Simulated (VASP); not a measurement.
# LiF (Griceite) (Fm-3m) in VASP: further runs, part 2 of 2

VASP 6.6.1. Earlier steps stand in the parts before.

## 3. Single point, r2SCAN

This run uses another cell than the first one, of 7.68 Å³/atom, 0.887 times its volume.

File POSCAR:

```
LiF
1.0
    0.0000000000      1.9728864230      1.9728864230
    1.9728864230      0.0000000000      1.9728864230
    1.9728864230      1.9728864230      0.0000000000
F Li
1 1
Direct
    0.5000000000      0.5000000000      0.5000000000
    0.0000000000      0.0000000000      0.0000000000
```

File INCAR.step1:

```
SYSTEM = LiF
PREC = Accurate ; ENCUT = 520
ISMEAR = -1 ; SIGMA = 0.05
LREAL = .False. ; LASPH = .True.
NELM = 80 ; NBANDS = 12
GGA = PE ; ALGO = Normal
EDIFF = 1E-4 ; LWAVE = .True.
LCHARG = .False.
```

File INCAR.step2:

```
SYSTEM = LiF
PREC = Accurate ; ENCUT = 520
EDIFF = 1E-6 ; ISMEAR = -1
SIGMA = 0.05 ; LREAL = .False.
LASPH = .True. ; NELM = 80
ALGO = Normal ; ISIF = 2
LWAVE = .False. ; LCHARG = .False.
METAGGA = R2SCAN ; LMIXTAU = .True.
NBANDS = 12 ; ISTART = 1
```

File KPOINTS:

```
regular mesh
0
Gamma
  11 11 11
  0 0 0
```

Potentials or basis: VASP PAW PBE potentials, release 64 (F, Li_sv).

Started as:

```console
$ cat potpaw_PBE.64/F/POTCAR potpaw_PBE.64/Li_sv/POTCAR > POTCAR
$ cp INCAR.step1 INCAR
$ mpirun -np 1 vasp_std > vasp.out
$ cp INCAR.step2 INCAR
$ mpirun -np 1 vasp_std > vasp.out
```

OUTCAR:

```text
SYSTEM = LiF
   PREC = Accurate
   ENCUT = 520
   EDIFF = 1E-6
   ISMEAR = -1
   LREAL = .False.
   LASPH = .True.
   NELM = 80
   ISIF = 2
   METAGGA = R2SCAN
   ISTART = 1

 ion  position               nearest neighbor table
   1  0.500  0.500  0.500-   2 1.97   2 1.97   2 1.97   2 1.97   2 1.97   2 1.97
   2  0.000  0.000  0.000-   1 1.97   1 1.97   1 1.97   1 1.97   1 1.97   1 1.97

  LATTYP: Found a face centered cubic cell.
 ALAT       =     3.9457728460

  Lattice vectors:

 A1 = (   0.0000000000,   1.9728864230,   1.9728864230)
 A2 = (   1.9728864230,   0.0000000000,   1.9728864230)
[... 537 lines left out ...]
      8      21.1360      0.00000
      9      21.2863      0.00000
     10      27.4521      0.00000
     11      28.7488      0.00000
     12      31.3360      0.00000

 [... further k-points ...]
[... 5 lines left out ...]
  --------------------------------------------------------------------------------------
  -------------------------------------------------------------------------------------
  Total        0.2100040      0.2100040      0.2100040      0.0000000      0.0000000      0.0000000
  in kB       21.9079559     21.9079559     21.9079559      0.0000000      0.0000000      0.0000000
  external PRESSURE =      21.9079559 kB  Pullay stress =       0.0000000 kB

 VOLUME and BASIS-vectors are now :
 -----------------------------------------------------------------------------
  energy-cutoff  :      520.00
  volume of cell :       15.36
      direct lattice vectors                 reciprocal lattice vectors
     0.000000000  1.972886423  1.972886423    -0.253435775  0.253435775  0.253435775
     1.972886423  0.000000000  1.972886423     0.253435775 -0.253435775  0.253435775
     1.972886423  1.972886423  0.000000000     0.253435775  0.253435775 -0.253435775

 POSITION                                       TOTAL-FORCE (eV/Angst)
 -----------------------------------------------------------------------------------
      1.97289      1.97289      1.97289         0.000000      0.000000      0.000000
      0.00000      0.00000      0.00000        -0.000000     -0.000000      0.000000
 -----------------------------------------------------------------------------------
    total drift:                               -0.000000     -0.000000      0.000000

  FREE ENERGIE OF THE ION-ELECTRON SYSTEM (eV)
  ---------------------------------------------------
  free  energy   TOTEN  =       -11.8988538114 eV

  energy  without entropy=      -11.8988538114  energy(sigma->0) =      -11.89885381
```

OUTCAR.step1:

```text
SYSTEM = LiF
   PREC = Accurate
   ENCUT = 520
   ISMEAR = -1
   LREAL = .False.
   LASPH = .True.
[... 581 lines left out ...]
      1.97289      1.97289      1.97289        -0.000000      0.000000     -0.000000
      0.00000      0.00000      0.00000         0.000000     -0.000000      0.000000
 -----------------------------------------------------------------------------------
    total drift:                               -0.000000     -0.000000      0.000000

  FREE ENERGIE OF THE ION-ELECTRON SYSTEM (eV)
  ---------------------------------------------------
  free  energy   TOTEN  =        -9.6085470291 eV

  energy  without entropy=       -9.6085470291  energy(sigma->0) =       -9.60854703
```

OSZICAR.step1:

```text
N       E                     dE             d eps       ncg     rms          rms(c)
DAV:   1     0.322512366359E+02    0.32251E+02   -0.55132E+03  1416   0.855E+02
DAV:   2    -0.908308193704E+01   -0.41334E+02   -0.40533E+02  1612   0.191E+02
DAV:   3    -0.101109718005E+02   -0.10279E+01   -0.10253E+01  1804   0.262E+01
DAV:   4    -0.101202609739E+02   -0.92892E-02   -0.92886E-02  1516   0.268E+00
DAV:   5    -0.101203464763E+02   -0.85502E-04   -0.85502E-04  1748   0.194E-01    0.455E+00
DAV:   6    -0.959749498241E+01    0.52285E+00   -0.24005E+00  1500   0.980E+00    0.134E+00
DAV:   7    -0.960200515684E+01   -0.45102E-02   -0.22898E-02  1772   0.127E+00    0.850E-01
DAV:   8    -0.960854626117E+01   -0.65411E-02   -0.14220E-02  1656   0.124E+00    0.111E-01
DAV:   9    -0.960854702915E+01   -0.76798E-06   -0.99404E-04  1548   0.282E-01
   1 F= -.96085470E+01 E0= -.96085470E+01  d E =-.485606E-12
```

Wall time 42 s (1 thread of Intel Xeon Platinum 8175M at 2.50GHz (Skylake/Cascade Lake), shared host); peak memory 0.14 GiB.

Results:

| Quantity | Value |
| --- | --- |
| Free energy | -11.8989 eV |
| Band gap on the k mesh | 10.88 eV, direct |

Caveat: the cutoff is under 1.25 times the usual one of these potentials, so pressure, stress and relaxed cells hold a basis-set (Pulay) error; the PAW data sets were made with another functional, which shifts forces and pressure a little.

## 4. Single point, r2SCAN

This run uses another cell than the first one, of 7.84 Å³/atom, 0.906 times its volume.

File POSCAR:

```
LiF
1.0
    0.0000000000      1.9867804471      1.9867804471
    1.9867804471      0.0000000000      1.9867804471
    1.9867804471      1.9867804471      0.0000000000
F Li
1 1
Direct
    0.5000000000      0.5000000000      0.5000000000
    0.0000000000      0.0000000000      0.0000000000
```

File INCAR.step1:

```
SYSTEM = LiF
PREC = Accurate
ENCUT = 520
ISMEAR = -1
SIGMA = 0.05
LREAL = .False.
LASPH = .True.
NELM = 100
NBANDS = 12
GGA = PE
ALGO = Normal
EDIFF = 1E-4
LWAVE = .True.
LCHARG = .False.
```

File INCAR.step2:

```
SYSTEM = LiF
PREC = Accurate
ENCUT = 520
EDIFF = 1E-6
ISMEAR = -1
SIGMA = 0.05
LREAL = .False.
LASPH = .True.
NELM = 100
ALGO = Normal
ISIF = 2
LWAVE = .False.
LCHARG = .True.
METAGGA = R2SCAN
LMIXTAU = .True.
LELF = .True.
LVHAR = .True.
NBANDS = 12
ISTART = 1
```

File KPOINTS:

```
Automatic mesh
0
Gamma
  11 11 11
  0 0 0
```

Started as:

```console
$ cat potpaw_PBE.64/F/POTCAR potpaw_PBE.64/Li_sv/POTCAR > POTCAR
$ cp INCAR.step1 INCAR
$ mpirun -np 1 vasp_std > vasp.out
$ cp INCAR.step2 INCAR
$ mpirun -np 1 vasp_std > vasp.out
```

It took 49 s on 1 thread of Intel Xeon Platinum 8175M at 2.50GHz (Skylake/Cascade Lake), shared host; peak memory 0.13 GiB.

The run converged. Its results:

```yaml
Free_energy: -11.9028 eV
Band_gap_on_the_k_mesh: 10.67 eV, direct
```

Levels at points of the mesh, in eV from the valence-band top:
| k point | band 1 | band 2 | band 3 | band 4 | band 5 | band 6 | band 7 | band 8 | band 9 | band 10 |
| --- | --- | --- | --- | --- | --- | --- | --- | --- | --- | --- |
| (0.00, 0.00, 0.00) | -41.98 | -21.21 | 0.00 | 0.00 | 0.00 | 10.67 | 25.89 | 25.89 | 25.89 | 26.67 |

Caveat: the cutoff is under 1.25 times the usual one of these potentials, so pressure, stress and relaxed cells hold a basis-set (Pulay) error; the PAW data sets were made with another functional, which shifts forces and pressure a little.

## 5. The runs side by side

```tsv
level	potentials or basis	cell	gap on the mesh (eV)
LDA	VASP PAW LDA potentials, release 64 (F, Li_sv)	a = 2.904 Å, angles 60.0°, 2 atoms	8.33
r2SCAN	VASP PAW PBE potentials, release 64 (F, Li_sv)	a = 2.790 Å, angles 60.0°, 2 atoms	10.88
r2SCAN	VASP PAW PBE potentials, release 64 (F, Li_sv)	a = 2.810 Å, angles 60.0°, 2 atoms	10.67
```

Alike in all rows: task single point; no spin polarisation; k mesh 11 × 11 × 11; cutoff (eV) 520; smearing fermi-dirac 0.05 eV.

Caveats: the cutoff is under 1.25 times the usual one of these potentials, so pressure, stress and relaxed cells hold a basis-set (Pulay) error; the PAW data sets were made with another functional, which shifts forces and pressure a little (some runs).

Absolute energies hang on the potentials; compare differences alone.
